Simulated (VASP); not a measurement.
LuTi3F: relaxation of cell and atoms with PBE

LuTi3F:

```
CELL_PARAMETERS angstrom
4.40792 0.00000 0.00000
0.00000 4.40792 0.00000
0.00000 0.00000 4.40792
ATOMIC_POSITIONS crystal
Lu 0.50000 0.50000 0.50000
Ti 0.50000 0.00000 0.00000
Ti 0.00000 0.50000 0.00000
Ti 0.00000 0.00000 0.50000
F 0.00000 0.00000 0.00000
```

The cell was generated, and may not be a known phase.

| Item | Value |
| --- | --- |
| Program | VASP 6.6.1 |
| Task | relaxation of cell and atoms |
| Functional | PBE |
| Potentials or basis | VASP PAW PBE potentials, release 64 (Lu, Ti_sv, F) |
| Cutoff | 600 eV |
| k mesh | 8 × 8 × 8 |
| Occupations | gaussian, width 0.1 eV |
| Spin | no spin polarisation |
| Dipole correction | no |
| Further INCAR settings | ALGO = Normal; EDIFF = 1e-06; IBRION = 2; EDIFFG = -0.01; NSW = 100; ISIF = 3 |

The relaxed volume is 17.08 Å³/atom. The relaxed cell is a = 4.404 Å, b = 4.404 Å, c = 4.404 Å, α = 90.00°, β = 90.00°, γ = 90.00° and the space group after relaxing (to 0.1 Å) is Pm-3m (No. 221). The energy gained by relaxing is 0.0 meV/atom. The ionic steps are 2, the pressure after relaxing is 0.0 GPa and the band gap on the k mesh is zero (bands 34 and 35 overlap by 0.89 eV).

The path:
```csv
step,energy change (eV),largest force (eV/Å),pressure (GPa),volume (Å³)
1,0.0000,0.0000,-0.19,85.64
2,-0.0002,0.0000,0.01,85.39
```

Final structure:
```xyz
5
Lattice="4.4035 0.0000 0.0000 0.0000 4.4035 0.0000 0.0000 0.0000 4.4035" Properties=species:S:1:pos:R:3 pbc="T T T"
Lu    2.2018    2.2018    2.2018
Ti    2.2018    0.0000    0.0000
Ti    0.0000    2.2018    0.0000
Ti    0.0000    0.0000    2.2018
F     0.0000    0.0000    0.0000
```

Levels at points of the mesh, in eV from the Fermi level:
```
           k point  band 32  band 33  band 34  band 35  band 36  band 37
(0.00, 0.00, 0.00)    -1.78    -1.78     0.66     0.66     0.66     0.83
(0.50, 0.00, 0.00)    -0.65    -0.65    -0.28     0.22     0.22     0.47
(0.50, 0.50, 0.00)    -0.57    -0.57    -0.22     0.04     0.04     0.29
(0.50, 0.50, 0.50)     0.28     0.28     0.28     0.42     0.42     0.42
```

It took 3.6 min on 1 thread of Intel(R) Xeon(R) Platinum 8259CL CPU @ 2.50GHz (Skylake/Cascade Lake), on a shared host, peak memory 0.31 GiB.

Caveat: spin-orbit coupling is left out, which moves the levels of the heavy elements.
